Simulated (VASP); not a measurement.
Here is a VASP 6.6.1 calculation.

The input INCAR:

```
ALGO = Normal
EDIFF = 1E-6
ENCUT = 520
GGA = PE
GGA_COMPAT = F
ISIF = 2
ISMEAR = -1
LASPH = T
LCHARG = T
LORBIT = 11
LORBMOM = T
LREAL = F
LSORBIT = T
LVHAR = T
LWAVE = F
MAGMOM = 0 0 0
NBANDS = 24
NELM = 150
PREC = Accurate
SIGMA = 0.1
```

The input KPOINTS:

```
k-points
0
Gamma
  11 11 11
```

The input POSCAR:

```
In
1.0
    0.0000000000      2.3942798090      2.3942798090
    2.3942798090      0.0000000000      2.3942798090
    2.3942798090      2.3942798090      0.0000000000
In
1
Direct
    0.0000000000      0.0000000000      0.0000000000
```

Potentials or basis: VASP PAW PBE potentials, release 64 (In_d).

The run is started by

```console
$ cat potpaw_PBE.64/In_d/POTCAR > POTCAR
$ mpirun -np 1 vasp_ncl > vasp.out
```

Q: What does it give for the net moment?

A: 0.00 μB per cell.

Q: Estimate the pressure.

A: -0.1 GPa.

Moments on the atoms (μB; x, y, z):
```
In  0.00 0.00 0.00
```
